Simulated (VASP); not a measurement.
# CrO2 (P4_2/mnm) in VASP: single point with PBEsol+U

Aim: the single point of CrO2 with PBEsol+U.

Everything below comes from runs of VASP 6.6.1. Logs are shortened: lines on timing, memory, paths and dates and some standing lists are left out, and cuts for length are marked.

### Step 1. The cell of the first run

The structure is tetragonal, space group P4_2/mnm (No. 136). The conventional cell has a = 4.421 Å, b = 4.421 Å, c = 2.917 Å, α = 90.00°, β = 90.00°, γ = 90.00°. Within 2.5 Å of Cr (site symmetry mmm) lie 6 O at 1.88 to 1.92 Å. Within 2.5 Å of O (site symmetry m2m) lie 3 Cr at 1.88 to 1.92 Å and 1 O at 2.49 Å.

### Step 2. Single point, PBEsol+U, collinear spin, ferromagnetic start

Contents of INCAR:

```
ALGO = Normal
EDIFF = 1E-6
ENCUT = 520
GGA = PS
ISIF = 2
ISMEAR = 0
ISPIN = 2
LASPH = True
LCHARG = False
LDAU = True
LDAUJ = 0.7 0
LDAUL = 2 -1
LDAUPRINT = 1
LDAUTYPE = 1
LDAUU = 7 0
LMAXMIX = 4
LORBIT = 11
LREAL = False
LWAVE = False
MAGMOM = 2 2 0 0 0 0
NBANDS = 37
NELM = 150
PREC = Accurate
SIGMA = 0.05
```

Contents of KPOINTS:

```
k-points
0
Gamma
  4 4 6
```

Contents of POSCAR:

```
CrO2
1.0
    4.4210008300      0.0000000000      0.0000000000
    0.0000000000      4.4210008300      0.0000000000
    0.0000000000      0.0000000000      2.9170005500
Cr O
2 4
Direct
    0.0000000000      0.0000000000      0.0000000000
    0.5000000000      0.5000000000      0.5000000000
    0.3010000000      0.3010000000      0.0000000000
    0.1990000000      0.8010000000      0.5000000000
    0.6990000000      0.6990000000      0.0000000000
    0.8010000000      0.1990000000      0.5000000000
```

Potentials or basis: VASP PAW PBE potentials, release 64 (Cr_pv, O).

Command:

```sh
cat potpaw_PBE.64/Cr_pv/POTCAR potpaw_PBE.64/O/POTCAR > POTCAR
mpirun -np 1 vasp_std > vasp.out
```

OUTCAR:

```text
EDIFF = 1E-6
   ENCUT = 520
   GGA = PS
   ISIF = 2
   ISMEAR = 0
   ISPIN = 2
   LASPH = True
   LORBIT = 11
   LREAL = False
   NELM = 150
   PREC = Accurate

 ion  position               nearest neighbor table
   1  0.000  0.000  0.000-   3 1.88   5 1.88   4 1.92   6 1.92   4 1.92   6 1.92
   2  0.500  0.500  0.500-   4 1.88   6 1.88   5 1.92   3 1.92   3 1.92   5 1.92
   3  0.301  0.301  0.000-   1 1.88   2 1.92   2 1.92
   4  0.199  0.801  0.500-   2 1.88   1 1.92   1 1.92
   5  0.699  0.699  0.000-   1 1.88   2 1.92   2 1.92
   6  0.801  0.199  0.500-   2 1.88   1 1.92   1 1.92

  LATTYP: Found a simple tetragonal cell.
 ALAT       =     4.4210008300
 C/A-ratio  =     0.6598054744

  Lattice vectors:

 A1 = (   4.4210008300,   0.0000000000,   0.0000000000)
 A2 = (   0.0000000000,   4.4210008300,   0.0000000000)
 A3 = (   0.0000000000,   0.0000000000,   2.9170005500)

Analysis of symmetry for initial positions (statically):
=====================================================================
 Subroutine PRICEL returns:
 Original cell was already a primitive cell.

 Routine SETGRP: Setting up the symmetry group for a
 simple tetragonal supercell.

 Subroutine GETGRP returns: Found 16 space group operations
 (whereof  8 operations were pure point group operations)
 out of a pool of 16 trial point group operations.

The static configuration has the point symmetry D_2h.
 The point group associated with its full space group is D_4h.

Analysis of symmetry for dynamics (positions and initial velocities):
=====================================================================
 Subroutine PRICEL returns:
 Original cell was already a primitive cell.

 Routine SETGRP: Setting up the symmetry group for a
 simple tetragonal supercell.

 Subroutine GETGRP returns: Found 16 space group operations
 (whereof  8 operations were pure point group operations)
 out of a pool of 16 trial point group operations.

The dynamic configuration has the point symmetry D_2h.
 The point group associated with its full space group is D_4h.

Analysis of structural, dynamic, and magnetic symmetry:
=====================================================================
 Subroutine PRICEL returns:
 Original cell was already a primitive cell.

 Routine SETGRP: Setting up the symmetry group for a
 simple tetragonal supercell.

 Subroutine GETGRP returns: Found 16 space group operations
 (whereof  8 operations were pure point group operations)
 out of a pool of 16 trial point group operations.

The overall configuration has the point symmetry D_2h.
 The point group associated with its full space group is D_4h.

 Subroutine INISYM returns: Found 16 space group operations
 (whereof  8 operations are pure point group operations),
 and found     1 'primitive' translations

----------------------------------------------------------------------------------------

                                     Primitive cell

  volume of cell :      57.0135

  direct lattice vectors                    reciprocal lattice vectors
     4.421000830  0.000000000  0.000000000     0.226193127  0.000000000  0.000000000
     0.000000000  4.421000830  0.000000000     0.000000000  0.226193127  0.000000000
     0.000000000  0.000000000  2.917000550     0.000000000  0.000000000  0.342817899

  length of vectors
     4.421000830  4.421000830  2.917000550     0.226193127  0.226193127  0.342817899

  position of ions in fractional coordinates (direct lattice)
     0.000000000  0.000000000  0.000000000
     0.500000000  0.500000000  0.500000000
     0.301000000  0.301000000  0.000000000
     0.199000000  0.801000000  0.500000000
[... 153 lines left out ...]
  o =  0.4100  v = -0.8073  0.0000  0.5901  0.0000 -0.0000  0.0000  0.0000  0.0000  0.0000  0.0000      0.0000  0.0000  0.0000  0.0000  0.0000  0.0000  0.0000  0.0000  0.0000  0.0000
  o =  0.5607  v =  0.0000  0.0000 -0.0000 -0.0000 -1.0000  0.0000  0.0000  0.0000  0.0000  0.0000      0.0000  0.0000  0.0000  0.0000  0.0000  0.0000  0.0000  0.0000  0.0000  0.0000
  o =  0.9280  v =  0.0000 -0.7071  0.0000 -0.7071  0.0000  0.0000  0.0000  0.0000  0.0000  0.0000      0.0000  0.0000  0.0000  0.0000  0.0000  0.0000  0.0000  0.0000  0.0000  0.0000
  o =  0.9673  v = -0.5901  0.0000 -0.8073  0.0000  0.0000  0.0000  0.0000  0.0000  0.0000  0.0000      0.0000  0.0000  0.0000  0.0000  0.0000  0.0000  0.0000  0.0000  0.0000  0.0000

atom =   2  type =  1  l = 2

 onsite density matrix

spin component  1

  0.6041  0.0000 -0.2655  0.0000 -0.0000
  0.0000  0.6457  0.0000 -0.2823  0.0000
 -0.2655  0.0000  0.7733  0.0000 -0.0000
  0.0000 -0.2823  0.0000  0.6457  0.0000
 -0.0000  0.0000 -0.0000  0.0000  0.5607

spin component  2

  0.2257  0.0000  0.1155  0.0000 -0.0000
  0.0000  0.1741  0.0000  0.1112  0.0000
  0.1155  0.0000  0.1232  0.0000 -0.0000
  0.0000  0.1112  0.0000  0.1741  0.0000
 -0.0000  0.0000 -0.0000  0.0000  0.0766

 occupancies and eigenvectors

  o =  0.0481  v =  0.0000  0.0000  0.0000  0.0000  0.0000 -0.5451  0.0000  0.8384  0.0000  0.0000      0.0000  0.0000  0.0000  0.0000  0.0000  0.0000  0.0000  0.0000  0.0000  0.0000
  o =  0.0629  v =  0.0000  0.0000  0.0000  0.0000  0.0000  0.0000  0.7071  0.0000 -0.7071 -0.0000      0.0000  0.0000  0.0000  0.0000  0.0000  0.0000  0.0000  0.0000  0.0000  0.0000
  o =  0.0766  v =  0.0000  0.0000  0.0000  0.0000  0.0000 -0.0000 -0.0000  0.0000  0.0000 -1.0000      0.0000  0.0000  0.0000  0.0000  0.0000  0.0000  0.0000  0.0000  0.0000  0.0000
  o =  0.2853  v =  0.0000  0.0000  0.0000  0.0000  0.0000  0.0000  0.7071  0.0000  0.7071 -0.0000      0.0000  0.0000  0.0000  0.0000  0.0000  0.0000  0.0000  0.0000  0.0000  0.0000
  o =  0.3008  v =  0.0000  0.0000  0.0000  0.0000  0.0000 -0.8384  0.0000 -0.5451  0.0000  0.0000      0.0000  0.0000  0.0000  0.0000  0.0000  0.0000  0.0000  0.0000  0.0000  0.0000
  o =  0.3635  v =  0.0000 -0.7071  0.0000 -0.7071  0.0000  0.0000  0.0000  0.0000  0.0000  0.0000      0.0000  0.0000  0.0000  0.0000  0.0000  0.0000  0.0000  0.0000  0.0000  0.0000
  o =  0.4100  v = -0.8073 -0.0000 -0.5901  0.0000 -0.0000  0.0000  0.0000  0.0000  0.0000  0.0000      0.0000  0.0000  0.0000  0.0000  0.0000  0.0000  0.0000  0.0000  0.0000  0.0000
  o =  0.5607  v = -0.0000  0.0000 -0.0000  0.0000  1.0000  0.0000  0.0000  0.0000  0.0000  0.0000      0.0000  0.0000  0.0000  0.0000  0.0000  0.0000  0.0000  0.0000  0.0000  0.0000
  o =  0.9280  v =  0.0000  0.7071  0.0000 -0.7071 -0.0000  0.0000  0.0000  0.0000  0.0000  0.0000      0.0000  0.0000  0.0000  0.0000  0.0000  0.0000  0.0000  0.0000  0.0000  0.0000
  o =  0.9673  v = -0.5901 -0.0000  0.8073  0.0000 -0.0000  0.0000  0.0000  0.0000  0.0000  0.0000      0.0000  0.0000  0.0000  0.0000  0.0000  0.0000  0.0000  0.0000  0.0000  0.0000

 number of electron      48.0000027 magnetization       4.0000810

 Free energy of the ion-electron system (eV)
  ---------------------------------------------------
  ext. energy  EPLUGINS =         0.00000000
  ---------------------------------------------------
  free energy    TOTEN  =       -43.32552814 eV

  energy without entropy =      -43.32381560  energy(sigma->0) =      -43.32467187

 E-fermi :   5.0217     XC(G=0): -12.1815

 val. band max:        4.9154314280   @ k =   0.2500   0.2500   0.5000
 cond. band min:       5.0293435098   @ k =   0.0000   0.0000   0.3333
 fundamental gap:      0.1139120819
 Fermi energy:         5.0216519673

 spin component 1

 k-point     1 :       0.0000    0.0000    0.0000
  band No.  band energies     occupation
      1     -39.5087      1.00000
      2     -39.5087      1.00000
      3     -39.4480      1.00000
      4     -39.4480      1.00000
      5     -39.2448      1.00000
      6     -39.2305      1.00000
[... 925 lines left out ...]
     35      16.7448      0.00000
     36      16.7448      0.00000
 Fermi energy:         5.0216519673

 spin component 2

 k-point     1 :       0.0000    0.0000    0.0000
  band No.  band energies     occupation
      1     -37.0781      1.00000
      2     -37.0781      1.00000
      3     -36.9306      1.00000
      4     -36.9306      1.00000
      5     -36.5265      1.00000
      6     -36.5090      1.00000
[... 925 lines left out ...]
     35      16.8146      0.00000
     36      16.8146      0.00000
 [bands above 36 left out]

------------------------ aborting loop because EDIFF is reached ----------------------------------------

  FORCE on cell =-STRESS in cart. coord.  units (eV):
  Direction    XX          YY          ZZ          XY          YZ          ZX
  --------------------------------------------------------------------------------------
  -------------------------------------------------------------------------------------
  Total        2.7298177      2.7298177      4.9638100     -0.0000000      0.0000000      0.0000000
  in kB       76.7125673     76.7125673    139.4915915     -0.0000000      0.0000000      0.0000000
  external PRESSURE =      97.6389087 kB  Pullay stress =       0.0000000 kB

 VOLUME and BASIS-vectors are now :
 -----------------------------------------------------------------------------
  energy-cutoff  :      520.00
  volume of cell :       57.01
      direct lattice vectors                 reciprocal lattice vectors
     4.421000830  0.000000000  0.000000000     0.226193127  0.000000000  0.000000000
     0.000000000  4.421000830  0.000000000     0.000000000  0.226193127  0.000000000
     0.000000000  0.000000000  2.917000550     0.000000000  0.000000000  0.342817899

 POSITION                                       TOTAL-FORCE (eV/Angst)
 -----------------------------------------------------------------------------------
      0.00000      0.00000      0.00000        -0.000000      0.000000      0.000000
      2.21050      2.21050      1.45850        -0.000000      0.000000      0.000000
      1.33072      1.33072      0.00000        -0.119221     -0.119221      0.000000
      0.87978      3.54122      1.45850         0.119221     -0.119221      0.000000
      3.09028      3.09028      0.00000         0.119221      0.119221     -0.000000
      3.54122      0.87978      1.45850        -0.119221      0.119221     -0.000000
 -----------------------------------------------------------------------------------
    total drift:                                0.000000      0.000000      0.000000

  FREE ENERGIE OF THE ION-ELECTRON SYSTEM (eV)
  ---------------------------------------------------
  free  energy   TOTEN  =       -43.3255281411 eV

  energy  without entropy=      -43.3238155972  energy(sigma->0) =      -43.32467187

 total charge

# of ion       s       p       d       tot
------------------------------------------
    1        0.372   6.490   3.966  10.828
    2        0.372   6.490   3.966  10.828
    3        1.566   3.470   0.000   5.036
    4        1.566   3.470   0.000   5.036
    5        1.566   3.470   0.000   5.036
    6        1.566   3.470   0.000   5.036
--------------------------------------------------
tot          7.010  26.859   7.932  41.800

 magnetization (x)

# of ion       s       p       d       tot
------------------------------------------
    1        0.023   0.037   2.450   2.510
    2        0.023   0.037   2.450   2.510
    3       -0.007  -0.234   0.000  -0.241
    4       -0.007  -0.234   0.000  -0.241
    5       -0.007  -0.234   0.000  -0.241
    6       -0.007  -0.234   0.000  -0.241
--------------------------------------------------
tot          0.018  -0.862   4.901   4.056
```

Run time: 3.5 min. Hardware: 1 thread of AMD EPYC 7R43 (Zen 3), shared host; peak memory 0.2 GiB.

What came out:

* Free energy: -43.3255 eV
* Pressure: 9.8 GPa
* Largest force: 0.169 eV/Å
* Band gap on the k mesh: zero (filled and empty bands overlap)
* Net moment: 4.00 μB per cell
* Site moments: Cr +2.51; O -0.24 μB
* Valence electrons inside the program's atomic spheres: Cr 10.83; O 5.04

Forces in eV/Å, atoms in the order of the input:
```
Cr   0.000  0.000  0.000
Cr   0.000  0.000  0.000
O   -0.119 -0.119  0.000
O    0.119 -0.119  0.000
O    0.119  0.119  0.000
O   -0.119  0.119  0.000
```

Stress tensor (GPa, compression positive):
```
 7.67  0.00  0.00
 0.00  7.67  0.00
 0.00  0.00 13.95
```

Levels at points of the mesh, in eV from the Fermi level:
Spin up:
| k point | band 23 | band 24 | band 25 | band 26 | band 27 | band 28 | band 29 | band 30 |
| --- | --- | --- | --- | --- | --- | --- | --- | --- |
| (0.00, 0.00, 0.00) | -1.48 | -0.82 | -0.32 | -0.32 | 0.33 | 1.27 | 2.07 | 4.74 |
| (0.50, 0.00, 0.00) | -0.96 | -0.96 | -0.65 | -0.65 | 0.49 | 0.49 | 4.34 | 4.34 |
| (0.50, 0.50, 0.00) | -1.73 | -1.73 | -1.34 | -1.34 | 1.26 | 1.26 | 3.59 | 3.59 |
| (0.00, 0.00, 0.50) | -2.27 | -2.27 | 0.14 | 0.14 | 0.24 | 0.24 | 3.37 | 3.37 |
| (0.50, 0.00, 0.50) | -2.20 | -2.20 | -1.00 | -1.00 | 0.74 | 0.74 | 2.77 | 2.77 |
| (0.50, 0.50, 0.50) | -2.00 | -2.00 | -0.25 | -0.25 | 0.22 | 0.22 | 4.02 | 4.02 |
Spin down:
```csv
k point,band 18,band 19,band 20,band 21,band 22,band 23,band 24,band 25,band 26,band 27
"(0.00, 0.00, 0.00)",-2.82,-1.07,-0.85,-0.85,-0.45,3.66,3.77,3.86,4.35,4.35
"(0.50, 0.00, 0.00)",-3.54,-2.05,-2.05,-1.23,-1.23,4.34,4.34,4.75,4.75,5.30
"(0.50, 0.50, 0.00)",-2.33,-1.91,-1.91,-1.67,-1.67,3.57,3.57,4.36,4.36,4.91
"(0.00, 0.00, 0.50)",-3.14,-2.94,-2.94,-1.94,-1.94,4.36,4.36,4.74,4.74,5.33
"(0.50, 0.00, 0.50)",-3.21,-2.27,-2.27,-1.57,-1.57,3.60,3.60,4.35,4.35,5.50
"(0.50, 0.50, 0.50)",-3.08,-1.73,-1.73,-1.04,-1.04,4.01,4.01,5.17,5.17,5.21
```

Eigenvalues of the final occupation matrices:
```
    site  spin  trace               eigenvalues
site 1 d     1   3.23  0.36 0.41 0.56 0.93 0.97
site 1 d     2   0.77  0.05 0.06 0.08 0.29 0.30
site 2 d     1   3.23  0.36 0.41 0.56 0.93 0.97
site 2 d     2   0.77  0.05 0.06 0.08 0.29 0.30
```

Caveat: the stress differs along the axes, from 8 to 14 GPa; the PAW data sets were made with another functional, which shifts forces and pressure a little; the run started ferromagnetic, and an antiferromagnetic order may lie lower in energy.

The gap in the log of VASP goes by the Fermi energy; the results here count the filled bands.